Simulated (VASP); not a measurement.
GaP:

```
Ga P
1.0
     0.00000    2.72550    2.72550
     2.72550    0.00000    2.72550
     2.72550    2.72550    0.00000
Ga P
1 1
Cartesian
  0.0000 0.0000 0.0000
  1.3627 1.3627 1.3627
```

| Property | Result |
| --- | --- |
| Program | VASP 6.6.1 |
| Task | relaxation of cell and atoms |
| Functional | LDA |
| Potentials or basis | VASP PAW LDA potentials, release 64 (Ga_d, P) |
| Cutoff | 500 eV |
| k mesh | 8 × 8 × 8 |
| Occupations | gaussian, width 0.02 eV |
| Spin | no spin polarisation |

At the start: pressure -2.7 GPa; volume 20.25 Å³/atom.

Where does the relaxation end?

Over 3 steps the energy falls by 5.4 meV/atom and the volume is 19.61 Å³/atom (-3.1 %); space group F-43m (No. 216, to 0.1 Å) before and after.

Step by step:
```
step  energy change (eV)  largest force (eV/Å)  pressure (GPa)  volume (Å³)
   1              0.0000                0.0000           -2.67        40.49
   2             -0.0075                0.0000            1.62        38.55
   3             -0.0109                0.0000           -0.01        39.22
```

Final structure:
```xyz
2
Lattice="0.0000 2.6968 2.6968 2.6968 0.0000 2.6968 2.6968 2.6968 0.0000" Properties=species:S:1:pos:R:3 pbc="T T T"
Ga    0.0000    0.0000    0.0000
P     1.3484    1.3484    1.3484
```
